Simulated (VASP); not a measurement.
A run of VASP 6.6.1 is set up as follows.

Contents of INCAR:

```
ALGO = Normal ; EDIFF = 1E-6
EDIFFG = -0.02 ; ENCUT = 600
GGA = PE ; IBRION = 2
ISIF = 3 ; ISMEAR = -1
LASPH = T ; LCHARG = F
LREAL = F ; LWAVE = F
NELM = 60 ; NSW = 80
PREC = Accurate ; SIGMA = 0.05
```

KPOINTS

```
k-points
0
Gamma
  11 11 11
```

POSCAR

```
Sn
1.0
    0.0000000000      3.2333428000      3.2333428000
    3.2333428000      0.0000000000      3.2333428000
    3.2333428000      3.2333428000      0.0000000000
Sn
2
Direct
    0.0000000000      0.0000000000      0.0000000000
    0.2500000000      0.2500000000      0.2500000000
```

Potentials or basis: VASP PAW PBE potentials, release 64 (Sn_d).

Run with:

```sh
$ cat potpaw_PBE.64/Sn_d/POTCAR > POTCAR
$ mpirun -np 1 vasp_std > vasp.out
```

(1) What does it give for the band gap on the k mesh?

(2) What does it give for the relaxed cell?

## Answers

(1) zero (bands 14 and 15 overlap by 0.22 eV).

(2) a = 4.704 Å, b = 4.704 Å, c = 4.704 Å, α = 60.00°, β = 60.00°, γ = 60.00°.

Caveat: spin-orbit coupling is left out, which moves the levels of the heavy elements.
